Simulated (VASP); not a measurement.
# TaN (C2/m) in VASP: a series of runs

The runs below take TaN through single point, with PBE.

All numbers are computed with VASP 6.6.1; they aren't measurements. Logs are shortened: lines on timing, memory, paths and dates and some standing lists are left out, and cuts for length are marked.

**1. The cell of the first run**

Symmetry: C2/m, No. 12, monoclinic system. The conventional cell has a = 4.416 Å, b = 4.416 Å, c = 4.416 Å, α = 90.00°, β = 90.00°, γ = 90.00°. Ta (site symmetry m) has 6 N at 2.12 to 2.35 Å and 1 Ta at 2.77 Å within 2.8 Å. Within 2.8 Å of N (site symmetry m) lie 6 Ta at 2.12 to 2.35 Å and 1 N at 2.58 Å.

**2. Single point, PBE (mode 1 frozen in at +0.205 Å and mode 2 at +0.179 Å (largest displacements))**

File INCAR:

```
ALGO     = Normal         # electronic algorithm
EDIFF    = 1E-7           # SCF threshold, eV
ENCUT    = 520            # plane-wave cutoff, eV
GGA      = PE             # functional
ISIF     = 2              # what is computed and relaxed
ISMEAR   = 0              # smearing method
LASPH    = True           # aspherical terms in the spheres
LCHARG   = False          # write CHGCAR
LREAL    = False          # projectors in reciprocal space
LWAVE    = False          # write WAVECAR
NBANDS   = 24             # bands
NELM     = 60             # most SCF steps
PREC     = Accurate       # precision mode
SIGMA    = 0.15           # smearing width, eV
```

File KPOINTS:

```
k-points
0
Gamma
  14 14 10
```

File POSCAR:

```
TaN
1.0
    0.0000000000     -2.2081122572     -2.2081122572
    0.0000000000      2.2081122572     -2.2081122572
    4.4162245144      0.0000000000      0.0000000000
Ta N
2 2
Direct
    0.4635776912      0.5364223088      0.0205109201
    0.0364223088     -0.0364223088      0.4794890799
    0.5406002909      0.4593997091      0.5463518101
   -0.0406002909      0.0406002909     -0.0463518101
```

Potentials or basis: VASP PAW PBE potentials, release 64 (Ta_pv, N).

On the command line:

```bash
cat potpaw_PBE.64/Ta_pv/POTCAR potpaw_PBE.64/N/POTCAR > POTCAR
mpirun -np 1 vasp_std > vasp.out
```

OUTCAR:

```text
EDIFF = 1E-7
   ENCUT = 520
   GGA = PE
   ISIF = 2
   ISMEAR = 0
   LASPH = True
   LREAL = False
   NELM = 60
   PREC = Accurate

 ion  position               nearest neighbor table
   1  0.464  0.536  0.021-   3 2.12   4 2.21   4 2.23   4 2.23   4 2.25   3 2.35   2 2.77   2 3.01
                             2 3.01   2 3.04   2 3.24   2 3.27   2 3.27   2 3.48
   2  0.036  0.964  0.479-   4 2.12   3 2.21   3 2.23   3 2.23   3 2.25   4 2.35   1 2.77   1 3.01
                             1 3.01   1 3.04   1 3.24   1 3.27   1 3.27   1 3.48
   3  0.541  0.459  0.546-   1 2.12   2 2.21   2 2.23   2 2.23   2 2.25   1 2.35
   4  0.959  0.041  0.954-   2 2.12   1 2.21   1 2.23   1 2.23   1 2.25   2 2.35

  LATTYP: Found a simple tetragonal cell.
 ALAT       =     3.1227423014
 C/A-ratio  =     1.4142135624

  Lattice vectors:

 A1 = (   0.0000000000,  -2.2081122572,  -2.2081122572)
 A2 = (   0.0000000000,   2.2081122572,  -2.2081122572)
 A3 = (   4.4162245144,   0.0000000000,   0.0000000000)

Analysis of symmetry for initial positions (statically):
=====================================================================
 Subroutine PRICEL returns:
 Original cell was already a primitive cell.

 Routine SETGRP: Setting up the symmetry group for a
 simple tetragonal supercell.

 Subroutine GETGRP returns: Found  4 space group operations
 (whereof  2 operations were pure point group operations)
 out of a pool of 16 trial point group operations.

The static configuration has the point symmetry C_1h.
 The point group associated with its full space group is C_2h.

Analysis of symmetry for dynamics (positions and initial velocities):
=====================================================================
 Subroutine PRICEL returns:
 Original cell was already a primitive cell.

 Routine SETGRP: Setting up the symmetry group for a
 simple tetragonal supercell.

 Subroutine GETGRP returns: Found  4 space group operations
 (whereof  2 operations were pure point group operations)
 out of a pool of 16 trial point group operations.

The dynamic configuration has the point symmetry C_1h.
 The point group associated with its full space group is C_2h.

 Subroutine INISYM returns: Found  4 space group operations
 (whereof  2 operations are pure point group operations),
 and found     1 'primitive' translations

[... 91 lines left out ...]
   ICHARG =      2    charge: 1-file 2-atom 10-const
   ISPIN  =      1    spin polarized calculation?
   LNONCOLLINEAR =      F non collinear calculations
   LSORBIT =      F    spin-orbit coupling
   LASPH  =      T    aspherical Exc in radial PAW
   ENCUT  =  520.0 eV  38.22 Ry    6.18 a.u.   5.81  5.81  8.21*2*pi/ulx,y,z
   NELM   =     60;   NELMIN=  2; NELMDL= -5     # of ELM steps
   EDIFF  = 0.1E-06   stopping-criterion for ELM
   LREAL  =      F    real-space projection
   EDIFFG = 0.1E-05   stopping-criterion for IOM
   NSW    =      0    number of steps for IOM
   IBRION =     -1    ionic relax: 0-MD 1-quasi-New 2-CG
   NFREE  =      0    steps in history (QN), initial steepest desc. (CG)
   ISIF   =      2    stress and relaxation
   ISYM   =      2    0-nonsym 1-usesym 2-fastsym
   POTIM  = 0.5000    time-step for ionic-motion
   TEBEG  =    0.0;   TEEND  =   0.0 temperature during run
   PSTRESS=    0.0 pullay stress
   NELECT =      32.0000    total number of electrons
   NUPDOWN=      -1.0000    fix difference up-down
   EMIN   =  10.00;   EMAX   =-10.00  energy-range for DOS
   EFERMI =   0.00;   METHOD = LEGACY
   ISMEAR =     0;   SIGMA  =   0.15  broadening in eV -4-tet -1-fermi 0-gaus
   EFERMI_NEDOS =   21; number of points for ismear=-14 and -15
   IALGO  =     38    algorithm
   IMIX   =      4    mixing-type and parameters
     AMIX     =   0.40;   BMIX     =  1.00
     AMIX_MAG =   1.60;   BMIX_MAG =  1.00
  volume/ion in A,a.u.               =      10.77        72.65
  Fermi-wavevector in a.u.,A,eV,Ry     =   1.482804  2.802093 29.915225  2.198707
  Thomas-Fermi vector in A             =   2.596544
   LORBIT       =      0    0 simple, 1 ext, 2 COOP (PROOUT), +10 PAW based schemes
   GGA     = PE    functional components
   LHFCALC =     F    Hartree Fock is set to
   AEXX    =    0.0000 exact exchange contribution
   IVDW    =     0    specifies the selected vdW correction
   LEPSILON=     F    determine dielectric tensor
   LRPA    =     F    only Hartree local field effects (RPA)
 non-spin polarized calculation
 Gauss-broadening in eV      SIGMA  =   0.15
  energy-cutoff  :      520.00
  volume of cell :       43.06
 maximum number of plane-waves:      1208
   NGX = 11   NGY = 11   NGZ = 17

 number of electron      31.9999997 magnetization

 Free energy of the ion-electron system (eV)
  ---------------------------------------------------
  ext. energy  EPLUGINS =         0.00000000
  ---------------------------------------------------
  free energy    TOTEN  =       -43.66024609 eV

  energy without entropy =      -43.64423729  energy(sigma->0) =      -43.65224169

 E-fermi :   8.8674     XC(G=0): -13.3662

 val. band max:        8.8634778324   @ k =   0.5000   0.0000   0.0000
 cond. band min:       8.8679272670   @ k =  -0.1429   0.2143   0.3000
 fundamental gap:      0.0044494346
 Fermi energy:         8.8673795025

 k-point     1 :       0.0000    0.0000    0.0000
  band No.  band energies     occupation
      1     -27.1312      2.00000
      2     -26.7393      2.00000
      3     -26.7255      2.00000
      4     -26.4889      2.00000
      5     -26.4596      2.00000
      6     -26.2531      2.00000
[... 637 lines left out ...]
     23      13.1226      0.00000
     24      14.2729      0.00000

 [... further k-points ...]
[... 5 lines left out ...]
  --------------------------------------------------------------------------------------
  -------------------------------------------------------------------------------------
  Total        3.4906954      0.6094613     -1.9613370     -0.6029536      0.0000000      0.0000000
  in kB      129.8670854     22.6742692    -72.9691635    -22.4321572      0.0000000      0.0000000
  external PRESSURE =      26.5240637 kB  Pullay stress =       0.0000000 kB

 VOLUME and BASIS-vectors are now :
 -----------------------------------------------------------------------------
  energy-cutoff  :      520.00
  volume of cell :       43.06
      direct lattice vectors                 reciprocal lattice vectors
     0.000000000 -2.208112257 -2.208112257     0.000000000 -0.226437763 -0.226437763
     0.000000000  2.208112257 -2.208112257     0.000000000  0.226437763 -0.226437763
     4.416224514  0.000000000  0.000000000     0.226437763  0.000000000  0.000000000

 POSITION                                       TOTAL-FORCE (eV/Angst)
 -----------------------------------------------------------------------------------
      0.09058      0.16085     -2.20811         0.802736     -0.356579      0.000000
      2.11753      2.04726     -2.20811        -0.802736      0.356579      0.000000
      2.41281     -0.17930     -2.20811        -1.263807      0.827635      0.000000
      4.21152     -2.02881     -2.20811         1.263807     -0.827635      0.000000
 -----------------------------------------------------------------------------------
    total drift:                               -0.000000      0.000000     -0.000000

  FREE ENERGIE OF THE ION-ELECTRON SYSTEM (eV)
  ---------------------------------------------------
  free  energy   TOTEN  =       -43.6602460889 eV

  energy  without entropy=      -43.6442372898  energy(sigma->0) =      -43.65224169
```

OSZICAR:

```text
N       E                     dE             d eps       ncg     rms          rms(c)
DAV:   1     0.257014739772E+03    0.25701E+03   -0.17090E+04 25632   0.140E+03
DAV:   2    -0.369407059834E+02   -0.29396E+03   -0.27974E+03 30888   0.407E+02
DAV:   3    -0.493392598924E+02   -0.12399E+02   -0.12201E+02 32432   0.801E+01
DAV:   4    -0.494864117564E+02   -0.14715E+00   -0.14688E+00 28648   0.910E+00
DAV:   5    -0.494883851014E+02   -0.19733E-02   -0.19727E-02 33336   0.868E-01    0.329E+01
DAV:   6    -0.439088483211E+02    0.55795E+01   -0.21671E+01 30808   0.322E+01    0.140E+01
DAV:   7    -0.437171209283E+02    0.19173E+00   -0.13371E+00 28016   0.820E+00    0.884E+00
DAV:   8    -0.436684267938E+02    0.48694E-01   -0.26626E-01 32712   0.371E+00    0.953E-01
DAV:   9    -0.436604186227E+02    0.80082E-02   -0.29469E-02 30560   0.111E+00    0.300E-01
DAV:  10    -0.436603059576E+02    0.11267E-03   -0.24182E-03 30648   0.448E-01    0.749E-02
DAV:  11    -0.436602454295E+02    0.60528E-04   -0.19668E-04 31456   0.112E-01    0.215E-02
DAV:  12    -0.436602469886E+02   -0.15591E-05   -0.21472E-05 30008   0.356E-02    0.552E-03
DAV:  13    -0.436602464290E+02    0.55958E-06   -0.11404E-06 30688   0.855E-03    0.355E-03
DAV:  14    -0.436602461878E+02    0.24117E-06   -0.32246E-07 26032   0.372E-03    0.587E-04
DAV:  15    -0.436602460889E+02    0.98958E-07   -0.14914E-08 15632   0.102E-03
   1 F= -.43660246E+02 E0= -.43652242E+02  d E =-.160088E-01
```

stdout:

```text
POSCAR found type information on POSCAR TaN
 POSCAR found :  2 types and       4 ions
 scaLAPACK will be used
 LDA part: xc-table for (Slater+PW92), standard interpolation
 POSCAR, INCAR and KPOINTS ok, starting setup
 FFT: planning ... GRIDC
 FFT: planning ... GRID_SOFT
 FFT: planning ... GRID
 WAVECAR not read
 entering main loop
```

It took 3.8 min on 1 thread of Intel Xeon 6975P-C (Granite Rapids), shared host; peak memory 0.53 GiB.

What came out:

* Free energy: -43.6602 eV
* Pressure: 2.7 GPa
* Largest force: 1.511 eV/Å
* Band gap on the k mesh: zero (band 16 reaches 10.28 eV, above the bottom of band 17 at 7.66 eV)

Forces on the atoms (eV/Å):
```
Ta   0.803 -0.357  0.000
Ta  -0.803  0.357  0.000
N   -1.264  0.828  0.000
N    1.264 -0.828  0.000
```

Caveat: the cell differs from its parent crystal (mode 1 frozen in at +0.205 Å and mode 2 at +0.179 Å (largest displacements)); spin-orbit coupling is left out, which moves the levels of the heavy elements; forces of over 1 eV/Å act on the atoms, so gaps and moduli don't describe the material at rest.

[end of part 1 of 2]
